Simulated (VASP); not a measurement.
Input of a VASP 6.6.1 run:

File INCAR:

```
PREC = Accurate ; ENCUT = 600
EDIFF = 1E-6 ; ISMEAR = 0
SIGMA = 0.1 ; LREAL = False
LASPH = True ; NELM = 80
ALGO = Normal ; ISIF = 4
LWAVE = False ; LCHARG = False
GGA = PS ; IBRION = 2
NSW = 50 ; EDIFFG = -0.01
```

File KPOINTS:

```
regular mesh
0
Gamma
  16 16 8
```

POSCAR

```
FeSi2
1.0
    2.5861104864      0.0000000000      0.0000000000
    0.0000000000      2.5861104864      0.0000000000
    0.0000000000      0.0000000000      4.9764824530
Fe Si
1 2
Direct
    0.0000000000      0.0000000000      0.0000000000
    0.5000000000      0.5000000000      0.2737616846
    0.5000000000      0.5000000000      0.7262383154
```

Potentials or basis: VASP PAW PBE potentials, release 64 (Fe, Si).

Run with:

```console
$ cat potpaw_PBE.64/Fe/POTCAR potpaw_PBE.64/Si/POTCAR > POTCAR
$ mpirun -np 1 vasp_std > vasp.out
```

(1) Estimate the band gap on the k mesh.

Results:

(1) zero (band 8 reaches 11.67 eV, above the bottom of band 9 at 11.07 eV).
